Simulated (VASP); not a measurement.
A run of VASP 6.6.1 is set up as follows.

INCAR

```
SYSTEM = Ti
PREC = Accurate
ENCUT = 520
EDIFF = 1E-6
ISMEAR = 0
SIGMA = 0.1
LREAL = .FALSE.
LASPH = .TRUE.
NELM = 80
ALGO = Normal
ISIF = 2
LWAVE = .FALSE.
LCHARG = .FALSE.
GGA = PE
NBANDS = 32
```

File KPOINTS:

```
regular mesh
0
G
  6 6 6
  0 0 0
```

POSCAR

```
Ti
1.0
   -3.5466341633      3.5466341633      1.3997360836
    3.5466341633     -3.5466341633      1.3997360836
    3.5466341633      3.5466341633     -1.3997360836
Ti
4
Direct
    0.6820112248      0.5000000000      0.1820112248
    0.3179887752      0.5000000000      0.8179887752
    0.2500000000      0.9320112248      0.6820112248
    0.2500000000      0.5679887752      0.3179887752
```

Potentials or basis: VASP PAW PBE potentials, release 64 (Ti_sv).

Run with:

```bash
$ cat potpaw_PBE.64/Ti_sv/POTCAR > POTCAR
$ mpirun -np 1 vasp_std > vasp.out
```

Estimate the largest force.

0.008 eV/Å.

What does it give for the pressure?

0.1 GPa.

Stress tensor (GPa, compression positive):
```
 0.20  0.00  0.00
 0.00  0.20  0.00
 0.00  0.00 -0.09
```

Caveat: the k points lie up to 0.40 Å⁻¹ apart.
